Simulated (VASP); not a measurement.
Set up this calculation in VASP 6.6.1, as the native input.

```yaml
Task: single point
Functional: RPBE
Potentials_or_basis: VASP PAW PBE potentials, release 64 (Te, Nb_sv)
Cutoff: 520 eV
k_mesh: 8 × 8 × 7
Occupations: gaussian, width 0.02 eV
Spin: no spin polarisation
Dipole_correction: no
Further_INCAR_settings: ALGO = Normal; EDIFF = 1e-06; NBANDS = 16
```

The structure of NbTe lies in POSCAR:

```
NbTe
1.0
    3.7029743866      0.0000000000      0.0000000000
   -1.8514871933      3.2068698884      0.0000000000
    0.0000000000      0.0000000000      3.6942110000
Te Nb
1 1
Direct
    0.6666666667      0.3333333333      0.0000000000
    0.0000000000      0.0000000000      0.5000000000
```

These files were run (other wordings do the same):

INCAR

```
SYSTEM = NbTe
  PREC = Accurate
  ENCUT = 520
  EDIFF = 1E-6
  ISMEAR = 0
  SIGMA = 0.02
  LREAL = .FALSE.
  LASPH = .TRUE.
  NELM = 100
  ALGO = Normal
  ISIF = 2
  LWAVE = .FALSE.
  LCHARG = .TRUE.
  GGA = RP
  LELF = .TRUE.
  LVHAR = .TRUE.
  NBANDS = 16
```

KPOINTS

```
Automatic mesh
0
G
  8 8 7
  0 0 0
```

Potentials or basis: VASP PAW PBE potentials, release 64 (Te, Nb_sv).

The run is started by

```console
$ cat potpaw_PBE.64/Te/POTCAR potpaw_PBE.64/Nb_sv/POTCAR > POTCAR
$ mpirun -np 1 vasp_std > vasp.out
```

Results of the run:

The pressure is 1.2 GPa.

Caveat: the PAW data sets were made with another functional, which shifts forces and pressure a little.

Wall time 12 s on 1 thread of Intel(R) Xeon(R) 6975P-C (Granite Rapids), on a shared host, peak memory 0.17 GiB.
